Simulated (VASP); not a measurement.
ZnO:

```
Zn O
1.0
     4.06340    0.00000    0.00000
     0.00000    2.48132    0.00000
     0.00000    0.00000    4.41445
Zn O
2 2
Direct
  0.25000 0.00000 0.17052
  0.75000 0.00000 0.82948
  0.25000 0.50000 0.68047
  0.75000 0.50000 0.31953
```

The cell was built from a structure type or drawn by symmetry, and may not be a known phase.

| Quantity | Value |
| --- | --- |
| Program | VASP 6.6.1 |
| Task | relaxation of cell and atoms |
| Functional | PBE |
| Potentials or basis | VASP PAW PBE potentials, release 64 (Zn, O) |
| Cutoff | 600 eV |
| k mesh | 4 × 8 × 4 |
| Occupations | gaussian, width 0.1 eV |
| Spin | no spin polarisation |

At the start: pressure -7.4 GPa; volume 11.13 Å³/atom.

**Question.** How do energy, volume and symmetry change on relaxing?

**Answer.** Over 42 steps the energy falls by 921.8 meV/atom and the volume is 11.70 Å³/atom (+5.1 %); space group Pmma (No. 51, to 0.1 Å) before, Cmmm (No. 65, to 0.1 Å).

Step by step:
| step | energy change (eV) | largest force (eV/Å) | pressure (GPa) | volume (Å³) |
| --- | --- | --- | --- | --- |
| 1 | 0.0000 | 2.1456 | -7.36 | 44.51 |
| 3 | -1.9903 | 1.6688 | 3.69 | 38.83 |
| 5 | -2.4379 | 0.4049 | -0.67 | 39.28 |
| 7 | -2.4946 | 0.1348 | 0.77 | 38.83 |
| 9 | -2.5064 | 0.0873 | -0.01 | 39.02 |
| 11 | -2.5970 | 0.5586 | 0.00 | 39.68 |
| 13 | -2.6165 | 0.9972 | 2.75 | 39.95 |
| 15 | -2.6153 | 1.1711 | 4.38 | 40.04 |
| 17 | -2.6226 | 1.2177 | 4.72 | 40.15 |
| 19 | -2.6429 | 1.4117 | 6.30 | 40.53 |
| 21 | -2.6731 | 1.6868 | 9.43 | 41.30 |
| 23 | -2.8656 | 1.6785 | 12.80 | 43.80 |
| 25 | -2.8240 | 1.7143 | 15.55 | 44.68 |
| 27 | -3.2291 | 0.6900 | -0.44 | 50.90 |
| 29 | -3.3212 | 0.6208 | 1.63 | 49.57 |
| 31 | -3.3849 | 0.4808 | 3.46 | 47.66 |
| 33 | -3.4484 | 0.2090 | -6.81 | 48.44 |
| 35 | -3.5413 | 0.2680 | -3.14 | 47.52 |
| 37 | -3.6524 | 0.1801 | 1.23 | 45.35 |
| 39 | -3.6843 | 0.0550 | 1.38 | 46.18 |
| 41 | -3.6848 | 0.0305 | -1.56 | 47.28 |
| 42 | -3.6873 | 0.0353 | -0.09 | 46.79 |

Final structure:
```
Zn O
1.0
     2.94259    0.00000    0.00000
     0.00000    2.81083    0.00000
     0.00000    0.00000    5.65702
Zn O
2 2
Direct
  0.25000 0.00000 0.25002
  0.75000 0.00000 0.74998
  0.25000 0.50000 0.75129
  0.75000 0.50000 0.24871
```

Caveat: the k points lie up to 0.53 Å⁻¹ apart in the final cell; a cell axis changed by over 15 % at a fixed basis, so the end point is rough.
